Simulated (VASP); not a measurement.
# MnSi (P2_13) in VASP: single point with PBEsol

Aim: the single point of MnSi with PBEsol.

Everything below comes from runs of VASP 6.6.1. Logs are shortened: lines on timing, memory, paths and dates and some standing lists are left out, and cuts for length are marked.

## Step 1: The cell of the first run

The structure is cubic, space group P2_13 (No. 198). Conventional cell: a = 4.454 Å, b = 4.454 Å, c = 4.454 Å, α = 90.00°, β = 90.00°, γ = 90.00°. Mn (site symmetry 3) has 7 Si at 2.25 to 2.48 Å and 6 Mn at 2.73 Å within 3.0 Å. Within 3.0 Å of Si (site symmetry 3) lie 7 Mn at 2.25 to 2.48 Å and 6 Si at 2.75 Å.

## Step 2: Single point, PBEsol

INCAR reads:

```
SYSTEM = MnSi
ALGO = Normal
EDIFF = 1E-6
ENCUT = 520
GGA = PS
ISIF = 2
ISMEAR = 0
LASPH = .True.
LCHARG = .False.
LREAL = .False.
LWAVE = .False.
NBANDS = 44
NELM = 100
PREC = Accurate
SIGMA = 0.05
```

KPOINTS reads:

```
k-points
0
Gamma
  8 8 8
  0 0 0
```

POSCAR reads:

```
MnSi
1.0
    4.4538211104      0.0000000000      0.0000000000
    0.0000000000      4.4538211104      0.0000000000
    0.0000000000      0.0000000000      4.4538211104
Mn Si
4 4
Direct
    0.1377079003      0.1377079003      0.1377079003
    0.3622920997      0.8622920997      0.6377079003
    0.6377079003      0.3622920997      0.8622920997
    0.8622920997      0.6377079003      0.3622920997
    0.8457281383      0.8457281383      0.8457281383
    0.6542718617      0.1542718617      0.3457281383
    0.3457281383      0.6542718617      0.1542718617
    0.1542718617      0.3457281383      0.6542718617
```

Potentials or basis: VASP PAW PBE potentials, release 64 (Mn_pv, Si).

The run is started by

```bash
$ cat potpaw_PBE.64/Mn_pv/POTCAR potpaw_PBE.64/Si/POTCAR > POTCAR
$ mpirun -np 1 vasp_std > vasp.out
```

OUTCAR:

```text
SYSTEM = MnSi
   EDIFF = 1E-6
   ENCUT = 520
   GGA = PS
   ISIF = 2
   ISMEAR = 0
   LASPH = .True.
   LREAL = .False.
   NELM = 100
   PREC = Accurate

 ion  position               nearest neighbor table
   1  0.138  0.138  0.138-   5 2.25   6 2.35   7 2.35   8 2.35   7 2.48   8 2.48   6 2.48   3 2.73
                             4 2.73   2 2.73   2 2.73   4 2.73   3 2.73
   2  0.362  0.862  0.638-   6 2.25   5 2.35   7 2.35   8 2.35   7 2.48   8 2.48   5 2.48   1 2.73
                             1 2.73   3 2.73   3 2.73   4 2.73   4 2.73
   3  0.638  0.362  0.862-   7 2.25   6 2.35   5 2.35   8 2.35   8 2.48   6 2.48   5 2.48   1 2.73
                             4 2.73   2 2.73   2 2.73   4 2.73   1 2.73
   4  0.862  0.638  0.362-   8 2.25   6 2.35   7 2.35   5 2.35   6 2.48   5 2.48   7 2.48   1 2.73
                             3 2.73   2 2.73   1 2.73   2 2.73   3 2.73
   5  0.846  0.846  0.846-   1 2.25   2 2.35   3 2.35   4 2.35   3 2.48   4 2.48   2 2.48   6 2.75
                             7 2.75   8 2.75   6 2.75   8 2.75   7 2.75
   6  0.654  0.154  0.346-   2 2.25   1 2.35   3 2.35   4 2.35   3 2.48   4 2.48   1 2.48   8 2.75
                             5 2.75   5 2.75   7 2.75   7 2.75   8 2.75
   7  0.346  0.654  0.154-   3 2.25   2 2.35   1 2.35   4 2.35   4 2.48   2 2.48   1 2.48   8 2.75
                             5 2.75   8 2.75   6 2.75   6 2.75   5 2.75
   8  0.154  0.346  0.654-   4 2.25   2 2.35   3 2.35   1 2.35   2 2.48   1 2.48   3 2.48   7 2.75
                             5 2.75   7 2.75   5 2.75   6 2.75   6 2.75

  LATTYP: Found a simple cubic cell.
 ALAT       =     4.4538211104

  Lattice vectors:

 A1 = (   4.4538211104,   0.0000000000,   0.0000000000)
 A2 = (   0.0000000000,   4.4538211104,   0.0000000000)
 A3 = (   0.0000000000,   0.0000000000,   4.4538211104)

Analysis of symmetry for initial positions (statically):
=====================================================================
 Subroutine PRICEL returns:
 Original cell was already a primitive cell.

 Routine SETGRP: Setting up the symmetry group for a
 simple cubic supercell.

 Subroutine GETGRP returns: Found 12 space group operations
 (whereof  3 operations were pure point group operations)
 out of a pool of 48 trial point group operations.

The static configuration has the point symmetry C_3 .
 The point group associated with its full space group is T   .

Analysis of symmetry for dynamics (positions and initial velocities):
=====================================================================
 Subroutine PRICEL returns:
 Original cell was already a primitive cell.

 Routine SETGRP: Setting up the symmetry group for a
 simple cubic supercell.

 Subroutine GETGRP returns: Found 12 space group operations
 (whereof  3 operations were pure point group operations)
 out of a pool of 48 trial point group operations.
[... 121 lines left out ...]
   ISYM   =      2    0-nonsym 1-usesym 2-fastsym
   POTIM  = 0.5000    time-step for ionic-motion
   TEBEG  =    0.0;   TEEND  =   0.0 temperature during run
   PSTRESS=    0.0 pullay stress
   NELECT =      68.0000    total number of electrons
   NUPDOWN=      -1.0000    fix difference up-down
   EMIN   =  10.00;   EMAX   =-10.00  energy-range for DOS
   EFERMI =   0.00;   METHOD = LEGACY
   ISMEAR =     0;   SIGMA  =   0.05  broadening in eV -4-tet -1-fermi 0-gaus
   EFERMI_NEDOS =   21; number of points for ismear=-14 and -15
   IALGO  =     38    algorithm
   IMIX   =      4    mixing-type and parameters
     AMIX     =   0.40;   BMIX     =  1.00
     AMIX_MAG =   1.60;   BMIX_MAG =  1.00
  volume/ion in A,a.u.               =      11.04        74.53
  Fermi-wavevector in a.u.,A,eV,Ry     =   1.500301  2.835158 30.625391  2.250903
  Thomas-Fermi vector in A             =   2.611819
   LORBIT       =      0    0 simple, 1 ext, 2 COOP (PROOUT), +10 PAW based schemes
   GGA     = PS    functional components
   LHFCALC =     F    Hartree Fock is set to
   AEXX    =    0.0000 exact exchange contribution
   IVDW    =     0    specifies the selected vdW correction
   LEPSILON=     F    determine dielectric tensor
   LRPA    =     F    only Hartree local field effects (RPA)
 non-spin polarized calculation
 Gauss-broadening in eV      SIGMA  =   0.05
  energy-cutoff  :      520.00
  volume of cell :       88.35
 maximum number of plane-waves:      2409
 NGX is ok and might be reduce to    36
   NGX = 17   NGY = 17   NGZ = 17

 number of electron      67.9999991 magnetization

 Free energy of the ion-electron system (eV)
  ---------------------------------------------------
  ext. energy  EPLUGINS =         0.00000000
  ---------------------------------------------------
  free energy    TOTEN  =       -66.17343219 eV

  energy without entropy =      -66.16196651  energy(sigma->0) =      -66.16769935

 E-fermi :  11.5369     XC(G=0): -13.1501

 val. band max:       11.5258341346   @ k =   0.1250   0.1250   0.1250
 cond. band min:      11.5409959770   @ k =   0.2500   0.0000   0.0000
 fundamental gap:      0.0151618424
 Fermi energy:        11.5369241561

 k-point     1 :       0.0000    0.0000    0.0000
  band No.  band energies     occupation
      1     -36.0944      2.00000
      2     -36.0944      2.00000
      3     -36.0944      2.00000
      4     -36.0461      2.00000
      5     -36.0461      2.00000
      6     -36.0461      2.00000
[... 1117 lines left out ...]
     43      15.6392      0.00000
     44      15.9773      0.00000

 [... further k-points ...]
[... 5 lines left out ...]
  --------------------------------------------------------------------------------------
  -------------------------------------------------------------------------------------
  Total        0.1190189      0.1190189      0.1190189      0.0000000     -0.0000000     -0.0000000
  in kB        2.1583809      2.1583809      2.1583809      0.0000000     -0.0000000     -0.0000000
  external PRESSURE =       2.1583809 kB  Pullay stress =       0.0000000 kB

 VOLUME and BASIS-vectors are now :
 -----------------------------------------------------------------------------
  energy-cutoff  :      520.00
  volume of cell :       88.35
      direct lattice vectors                 reciprocal lattice vectors
     4.453821110  0.000000000  0.000000000     0.224526306  0.000000000  0.000000000
     0.000000000  4.453821110  0.000000000     0.000000000  0.224526306  0.000000000
     0.000000000  0.000000000  4.453821110     0.000000000  0.000000000  0.224526306

 POSITION                                       TOTAL-FORCE (eV/Angst)
 -----------------------------------------------------------------------------------
      0.61333      0.61333      0.61333         0.009715      0.009715      0.009715
      1.61358      3.84049      2.84024        -0.009715     -0.009715      0.009715
      2.84024      1.61358      3.84049         0.009715     -0.009715     -0.009715
      3.84049      2.84024      1.61358        -0.009715      0.009715     -0.009715
      3.76672      3.76672      3.76672        -0.000248     -0.000248     -0.000248
      2.91401      0.68710      1.53981         0.000248      0.000248     -0.000248
      1.53981      2.91401      0.68710        -0.000248      0.000248      0.000248
      0.68710      1.53981      2.91401         0.000248     -0.000248      0.000248
 -----------------------------------------------------------------------------------
    total drift:                               -0.000001     -0.000001      0.000000

  FREE ENERGIE OF THE ION-ELECTRON SYSTEM (eV)
  ---------------------------------------------------
  free  energy   TOTEN  =       -66.1734321894 eV

  energy  without entropy=      -66.1619665075  energy(sigma->0) =      -66.16769935
```

It took 2.6 min on 1 thread of AMD EPYC 7R13 (Zen 3), shared host; peak memory 0.25 GiB.

Results:

- Free energy: -66.1734 eV
- Pressure: 0.2 GPa
- Largest force: 0.017 eV/Å
- Band gap on the k mesh: zero (band 34 reaches 11.89 eV, above the bottom of band 35 at 11.38 eV)

Forces on the atoms (eV/Å):
```
Mn   0.010  0.010  0.010
Mn  -0.010 -0.010  0.010
Mn   0.010 -0.010 -0.010
Mn  -0.010  0.010 -0.010
Si   0.000  0.000  0.000
Si   0.000  0.000  0.000
Si   0.000  0.000  0.000
Si   0.000  0.000  0.000
```

Caveat: the PAW data sets were made with another functional, which shifts forces and pressure a little.
